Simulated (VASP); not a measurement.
Write the native input for VASP 6.6.1 that does the following.

```
Task                   : single point
Functional             : PBE
Potentials or basis    : VASP PAW PBE potentials, release 64 (Ba_sv, Ir)
Cutoff                 : 520 eV
k mesh                 : 8 × 8 × 8
Occupations            : gaussian, width 0.05 eV
Spin                   : no spin polarisation
Dipole correction      : no
Further INCAR settings : ALGO = Normal; EDIFF = 1e-07; NBANDS = 26
```

The structure of BaIr3 lies in POSCAR:

```
BaIr3
1.0
    4.3573576296      0.0000000000      0.0000000000
    0.0000000000      4.3573576296      0.0000000000
    0.0000000000      0.0000000000      4.3573576296
Ba Ir
1 3
Direct
    0.0000000000      0.0000000000      0.0000000000
    0.0000000000      0.5000000000      0.5000000000
    0.5000000000      0.5000000000      0.0000000000
    0.5000000000      0.0000000000      0.5000000000
```

This cell differs from its parent crystal: volume scaled by 1.100.

These files were run (other wordings do the same):

INCAR

```
SYSTEM = BaIr3
ALGO = Normal
EDIFF = 1E-7
ENCUT = 520
GGA = PE
ISIF = 2
ISMEAR = 0
LASPH = .TRUE.
LCHARG = .FALSE.
LREAL = .FALSE.
LWAVE = .FALSE.
NBANDS = 26
NELM = 100
PREC = Accurate
SIGMA = 0.05
```

KPOINTS

```
k-points
0
G
  8 8 8
  0 0 0
```

Potentials or basis: VASP PAW PBE potentials, release 64 (Ba_sv, Ir).

Run with:

```bash
$ cat potpaw_PBE.64/Ba_sv/POTCAR potpaw_PBE.64/Ir/POTCAR > POTCAR
$ mpirun -np 1 vasp_std > vasp.out
```

Results of the run:

```json
{
  "Pressure": "-7.8 GPa"
}
```

Run time: 29 s on 1 thread of Intel(R) Xeon(R) 6975P-C (Granite Rapids), with other jobs on the host, peak memory 0.21 GiB.
